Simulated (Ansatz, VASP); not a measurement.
# One calculation of Ta3Ag, two programs

```
CELL_PARAMETERS angstrom
4.42505 0.00000 0.00000
0.00000 4.42505 0.00000
0.00000 0.00000 3.65976
ATOMIC_POSITIONS crystal
Ta 0.00000 0.50000 0.50000
Ta 0.50000 0.00000 0.50000
Ta 0.50000 0.50000 0.00000
Ag 0.00000 0.00000 0.00000
```

Alike in both runs: functional PBE; k mesh 4 × 4 × 6; occupations gaussian, width 0.1 eV; no spin polarisation.

Ansatz relaxed the structure, and its values are those at the end. VASP's run is a single point on that final structure, the one shown.

|  | VASP | Ansatz |
| --- | --- | --- |
| version | VASP 6.6.1 | Ansatz 0.2.0 |
| potentials or method | VASP PAW PBE potentials, release 64 (Ta_pv, Ag), cutoff 500 eV | scalar-relativistic, plane waves, PAW |
| valence electrons in the cell | 44 | 58 |

```tsv
	VASP	Ansatz	Ansatz less VASP
gap on the k mesh at the Fermi level (eV)	none	none	-
pressure (GPa)	0.0	0.0	+0.01
```

A gap of «none» marks a metal or a gap that the smearing closes. The functional is the same, so the differences come from potentials, cutoffs and numerics. VASP's potentials hold 44 valence electrons a cell and Ansatz's 58, so a difference there can come from the potentials and not from the codes.

Spin-orbit coupling is off throughout.
